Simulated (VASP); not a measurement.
A run of VASP 6.6.1:

Contents of INCAR:

```
PREC = Accurate ; ENCUT = 520
EDIFF = 1E-7 ; ISMEAR = -1
SIGMA = 0.05 ; LREAL = Auto
LASPH = True ; NELM = 60
ALGO = Normal ; ISIF = 2
LWAVE = False ; LCHARG = True
GGA = PE ; IVDW = 12
LELF = True ; LVHAR = True
NBANDS = 82 ; NELECT = 138.0
```

KPOINTS

```
regular mesh
0
Gamma
  2 3 3
```

The input POSCAR:

```
Zn8O6F
1.0
   -3.2494000000     -5.6281260000      0.0000000000
    4.8741000000     -2.8140630000      0.0000000000
    0.0000000000      0.0000000000      5.2054000000
Zn O F
8 6 1
Direct
    0.5256601621      0.3518003592      0.0134003151
    0.4973270159      0.6687188210      0.5202918123
    0.2432527966      0.8374029333      0.0045815884
    0.2511798443      0.1701593702      0.3191017021
    0.0479166892      0.2951969574     -0.0628931494
    0.0025613879      0.6999193644      0.5351018173
    0.7574862311      0.8258685212      0.0225415914
    0.7185658828      0.1443310518      0.5345512353
    0.5041014259      0.3389951321      0.3987766550
    0.4977360403      0.6772832912      0.8997535252
    0.2514258625      0.8314261500      0.4001058516
    0.0043264635      0.6452016599      0.9078956468
    0.7510583934      0.8276217442      0.4002345641
    0.7609177723      0.1632365379      0.9067551005
    0.0069543310      0.3242976966      0.4934848427
```

Potentials or basis: VASP PAW PBE potentials, release 64 (Zn, O, F).

The run is started by

```console
$ cat potpaw_PBE.64/Zn/POTCAR potpaw_PBE.64/O/POTCAR potpaw_PBE.64/F/POTCAR > POTCAR
$ mpirun -np 1 vasp_std > vasp.out
```

Hardware: 1 thread of Oxide Virtual Turin-like Processor, on a shared host.

Q: How long does it take, and how much memory?

A: Run time: 6.9 min on 1 thread of Oxide Virtual Turin-like Processor, with other jobs on the host, peak memory 0.29 GiB. Counts: scf iterations 21, k points 10.
